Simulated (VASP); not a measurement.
# Na5Al2 (P4/mbm) in VASP: single point with PBEsol

Aim: the single point of Na5Al2 with PBEsol.

Everything below comes from runs of VASP 6.6.1. Logs are shortened: lines on timing, memory, paths and dates and some standing lists are left out, and cuts for length are marked.

**1. The cell of the first run**

Symmetry: P4/mbm, No. 127, tetragonal system. Conventional cell: a = 9.526 Å, b = 9.526 Å, c = 2.861 Å, α = 90.00°, β = 90.00°, γ = 90.00°. Within 3.7 Å of Al (site symmetry m2m) lie 10 Na at 2.82 to 2.91 Å and 2 Al at 2.86 Å. Within 3.8 Å of Na (site symmetry m) lie 6 Na at 2.86 to 3.14 Å and 4 Al at 2.87 to 2.91 Å. Within 3.7 Å of Na (site symmetry mmm) lie 4 Al at 2.82 Å and 6 Na at 2.86 Å.

**2. Single point, PBEsol**

INCAR reads:

```
SYSTEM = Na5Al2
PREC     = Accurate       ! precision mode
ENCUT    = 520            ! plane-wave cutoff, eV
EDIFF    = 1E-6           ! SCF threshold, eV
ISMEAR   = 0              ! smearing method
SIGMA    = 0.0234         ! smearing width, eV
LREAL    = .False.        ! projectors in reciprocal space
LASPH    = .True.         ! aspherical terms in the spheres
NELM     = 100            ! most SCF steps
ALGO     = Normal         ! electronic algorithm
ISIF     = 2              ! what is computed and relaxed
LWAVE    = .False.        ! write WAVECAR
LCHARG   = .False.        ! write CHGCAR
GGA      = PS             ! functional
NBANDS   = 54             ! bands
```

KPOINTS reads:

```
regular mesh
0
Gamma
  3 3 9
  0 0 0
```

POSCAR reads:

```
Na5Al2
1.0
    9.5258320000      0.0000000000      0.0000000000
    0.0000000000      9.5258320000      0.0000000000
    0.0000000000      0.0000000000      2.8605110000
Al Na
4 10
Direct
    0.3197000000      0.8197000000      0.5000000000
    0.1803000000      0.3197000000      0.5000000000
    0.6803000000      0.1803000000      0.5000000000
    0.8197000000      0.6803000000      0.5000000000
    0.2936800000      0.5603000000      0.0000000000
    0.4397000000      0.2936800000      0.0000000000
    0.7063200000      0.4397000000      0.0000000000
    0.5603000000      0.7063200000      0.0000000000
    0.7936800000      0.9397000000      0.0000000000
    0.9397000000      0.2063200000      0.0000000000
    0.2063200000      0.0603000000      0.0000000000
    0.0603000000      0.7936800000      0.0000000000
    0.5000000000      0.0000000000      0.0000000000
    0.0000000000      0.5000000000      0.0000000000
```

Potentials or basis: VASP PAW PBE potentials, release 64 (Al, Na_pv).

Started as:

```
cat potpaw_PBE.64/Al/POTCAR potpaw_PBE.64/Na_pv/POTCAR > POTCAR
mpirun -np 1 vasp_std > vasp.out
```

OUTCAR:

```text
SYSTEM = Na5Al2
   PREC = Accurate
   ENCUT = 520
   EDIFF = 1E-6
   ISMEAR = 0
   LREAL = .False.
   LASPH = .True.
   NELM = 100
   ISIF = 2
   GGA = PS

 ion  position               nearest neighbor table
   1  0.320  0.820  0.500-  13 2.82  13 2.82   5 2.87   5 2.87  12 2.87  12 2.87   8 2.91  11 2.91
                            11 2.91   8 2.91
   2  0.180  0.320  0.500-  14 2.82  14 2.82   6 2.87   6 2.87  11 2.87  11 2.87   5 2.91  10 2.91
                            10 2.91   5 2.91
   3  0.680  0.180  0.500-  13 2.82  13 2.82   7 2.87   7 2.87  10 2.87  10 2.87   6 2.91   9 2.91
                             9 2.91   6 2.91
   4  0.820  0.680  0.500-  14 2.82  14 2.82   8 2.87   8 2.87   9 2.87   9 2.87  12 2.91   7 2.91
                            12 2.91   7 2.91
   5  0.294  0.560  0.000-   1 2.87   1 2.87   2 2.91   2 2.91
   6  0.440  0.294  0.000-   2 2.87   2 2.87   3 2.91   3 2.91
   7  0.706  0.440  0.000-   3 2.87   3 2.87   4 2.91   4 2.91
   8  0.560  0.706  0.000-   4 2.87   4 2.87   1 2.91   1 2.91
   9  0.794  0.940  0.000-   4 2.87   4 2.87   3 2.91   3 2.91
  10  0.940  0.206  0.000-   3 2.87   3 2.87   2 2.91   2 2.91
  11  0.206  0.060  0.000-   2 2.87   2 2.87   1 2.91   1 2.91
  12  0.060  0.794  0.000-   1 2.87   1 2.87   4 2.91   4 2.91
  13  0.500  0.000  0.000-   1 2.82   3 2.82   1 2.82   3 2.82
  14  0.000  0.500  0.000-   2 2.82   4 2.82   2 2.82   4 2.82

  LATTYP: Found a simple tetragonal cell.
 ALAT       =     9.5258320000
 C/A-ratio  =     0.3002898854

  Lattice vectors:

 A1 = (   9.5258320000,   0.0000000000,   0.0000000000)
 A2 = (   0.0000000000,   9.5258320000,   0.0000000000)
 A3 = (   0.0000000000,   0.0000000000,   2.8605110000)

Analysis of symmetry for initial positions (statically):
=====================================================================
 Subroutine PRICEL returns:
 Original cell was already a primitive cell.

 Routine SETGRP: Setting up the symmetry group for a
 simple tetragonal supercell.

 Subroutine GETGRP returns: Found 16 space group operations
 (whereof  8 operations were pure point group operations)
 out of a pool of 16 trial point group operations.

The static configuration has the point symmetry C_4h.
 The point group associated with its full space group is D_4h.

Analysis of symmetry for dynamics (positions and initial velocities):
=====================================================================
 Subroutine PRICEL returns:
 Original cell was already a primitive cell.

[... 137 lines left out ...]
   ISMEAR =     0;   SIGMA  =   0.02  broadening in eV -4-tet -1-fermi 0-gaus
   EFERMI_NEDOS =   21; number of points for ismear=-14 and -15
   IALGO  =     38    algorithm
   IMIX   =      4    mixing-type and parameters
     AMIX     =   0.40;   BMIX     =  1.00
     AMIX_MAG =   1.60;   BMIX_MAG =  1.00
  volume/ion in A,a.u.               =      18.54       125.12
  Fermi-wavevector in a.u.,A,eV,Ry     =   1.114969  2.106987 16.914176  1.243157
  Thomas-Fermi vector in A             =   2.251570
   LORBIT       =      0    0 simple, 1 ext, 2 COOP (PROOUT), +10 PAW based schemes
   GGA     = PS    functional components
   LHFCALC =     F    Hartree Fock is set to
   AEXX    =    0.0000 exact exchange contribution
   IVDW    =     0    specifies the selected vdW correction
   LEPSILON=     F    determine dielectric tensor
   LRPA    =     F    only Hartree local field effects (RPA)
 non-spin polarized calculation
 Gauss-broadening in eV      SIGMA  =   0.02
  energy-cutoff  :      520.00
  volume of cell :      259.57
 maximum number of plane-waves:      7015
 NGX is ok and might be reduce to    72
   NGX = 35   NGY = 35   NGZ = 11

 number of electron      81.9999996 magnetization

 Free energy of the ion-electron system (eV)
  ---------------------------------------------------
  ext. energy  EPLUGINS =         0.00000000
  ---------------------------------------------------
  free energy    TOTEN  =       -23.46708119 eV

  energy without entropy =      -23.46481377  energy(sigma->0) =      -23.46594748

 E-fermi :   3.8553     XC(G=0):  -8.9666

 val. band max:        3.8324467409   @ k =   0.3333   0.0000   0.2222
 cond. band min:       3.8688181108   @ k =   0.3333   0.3333   0.3333
 fundamental gap:      0.0363713699
 Fermi energy:         3.8552856798

 k-point     1 :       0.0000    0.0000    0.0000
  band No.  band energies     occupation
      1     -20.6265      2.00000
      2     -20.6265      2.00000
      3     -20.5761      2.00000
      4     -20.5595      2.00000
      5     -20.5595      2.00000
      6     -20.5317      2.00000
[... 829 lines left out ...]
     52       7.3522      0.00000
     53       7.4136      0.00000
 [bands above 53 left out]

------------------------ aborting loop because EDIFF is reached ----------------------------------------

  FORCE on cell =-STRESS in cart. coord.  units (eV):
  Direction    XX          YY          ZZ          XY          YZ          ZX
  --------------------------------------------------------------------------------------
  -------------------------------------------------------------------------------------
  Total       29.0325272     29.0325272     16.5171957      0.0000000      0.0000000     -0.0000000
  in kB      179.2032850    179.2032850    101.9523966      0.0000000      0.0000000     -0.0000000
  external PRESSURE =     153.4529889 kB  Pullay stress =       0.0000000 kB

 VOLUME and BASIS-vectors are now :
 -----------------------------------------------------------------------------
  energy-cutoff  :      520.00
  volume of cell :      259.57
      direct lattice vectors                 reciprocal lattice vectors
     9.525832000  0.000000000  0.000000000     0.104977707  0.000000000  0.000000000
     0.000000000  9.525832000  0.000000000     0.000000000  0.104977707  0.000000000
     0.000000000  0.000000000  2.860511000     0.000000000  0.000000000  0.349587888

 POSITION                                       TOTAL-FORCE (eV/Angst)
 -----------------------------------------------------------------------------------
      3.04541      7.80832      1.43026        -0.141642     -0.141642     -0.000000
      1.71751      3.04541      1.43026         0.141642     -0.141642     -0.000000
      6.48042      1.71751      1.43026         0.141642      0.141642      0.000000
      7.80832      6.48042      1.43026        -0.141642      0.141642      0.000000
      2.79755      5.33732      0.00000         0.182360     -0.073556      0.000000
      4.18851      2.79755      0.00000         0.073556      0.182360     -0.000000
      6.72829      4.18851      0.00000        -0.182360      0.073556      0.000000
      5.33732      6.72829      0.00000        -0.073556     -0.182360      0.000000
      7.56046      8.95142      0.00000         0.182360      0.073556      0.000000
      8.95142      1.96537      0.00000         0.073556     -0.182360     -0.000000
      1.96537      0.57441      0.00000        -0.182360     -0.073556      0.000000
      0.57441      7.56046      0.00000        -0.073556      0.182360      0.000000
      4.76292      0.00000      0.00000        -0.000000      0.000000      0.000000
      0.00000      4.76292      0.00000        -0.000000      0.000000      0.000000
 -----------------------------------------------------------------------------------
    total drift:                               -0.000000     -0.000000      0.000000

  FREE ENERGIE OF THE ION-ELECTRON SYSTEM (eV)
  ---------------------------------------------------
  free  energy   TOTEN  =       -23.4670811920 eV

  energy  without entropy=      -23.4648137661  energy(sigma->0) =      -23.46594748
```

OSZICAR:

```text
N       E                     dE             d eps       ncg     rms          rms(c)
DAV:   1     0.844169319401E+03    0.84417E+03   -0.41593E+04  1620   0.172E+03
DAV:   2     0.444360632916E+02   -0.79973E+03   -0.78067E+03  1620   0.488E+02
DAV:   3    -0.225665560925E+02   -0.67003E+02   -0.65098E+02  1818   0.160E+02
DAV:   4    -0.247098050230E+02   -0.21432E+01   -0.21253E+01  1890   0.290E+01
DAV:   5    -0.247669375791E+02   -0.57133E-01   -0.57113E-01  2234   0.448E+00    0.391E+00
DAV:   6    -0.236545420391E+02    0.11124E+01   -0.12160E+00  1806   0.530E+00    0.206E+00
DAV:   7    -0.234794757398E+02    0.17507E+00   -0.60173E-01  1900   0.276E+00    0.756E-01
DAV:   8    -0.234707644497E+02    0.87113E-02   -0.90656E-02  1756   0.216E+00    0.323E-01
DAV:   9    -0.234673534288E+02    0.34110E-02   -0.16280E-02  1792   0.149E+00    0.185E-01
DAV:  10    -0.234671654461E+02    0.18798E-03   -0.20804E-03  2280   0.390E-01    0.119E-01
DAV:  11    -0.234670917943E+02    0.73652E-04   -0.35144E-04  2308   0.138E-01    0.550E-02
DAV:  12    -0.234670814137E+02    0.10381E-04   -0.12620E-04  1808   0.127E-01    0.178E-02
DAV:  13    -0.234670811920E+02    0.22168E-06   -0.54448E-06  1966   0.349E-02
   1 F= -.23467081E+02 E0= -.23465947E+02  d E =-.226743E-02
```

It took 2.8 min on 1 thread of Intel Xeon Platinum 8488C (Sapphire Rapids), shared host; peak memory 0.41 GiB.

What came out:

```
Free energy            : -23.4671 eV
Pressure               : 15.3 GPa
Largest force          : 0.200 eV/Å
Band gap on the k mesh : zero (band 41 reaches 4.63 eV, above the bottom of band 42 at 2.87 eV)
```

Forces on the atoms (eV/Å):
```
Al  -0.142 -0.142  0.000
Al   0.142 -0.142  0.000
Al   0.142  0.142  0.000
Al  -0.142  0.142  0.000
Na   0.182 -0.074  0.000
Na   0.074  0.182  0.000
Na  -0.182  0.074  0.000
Na  -0.074 -0.182  0.000
Na   0.182  0.074  0.000
Na   0.074 -0.182  0.000
Na  -0.182 -0.074  0.000
Na  -0.074  0.182  0.000
Na   0.000  0.000  0.000
Na   0.000  0.000  0.000
```

Caveat: the PAW data sets were made with another functional, which shifts forces and pressure a little.
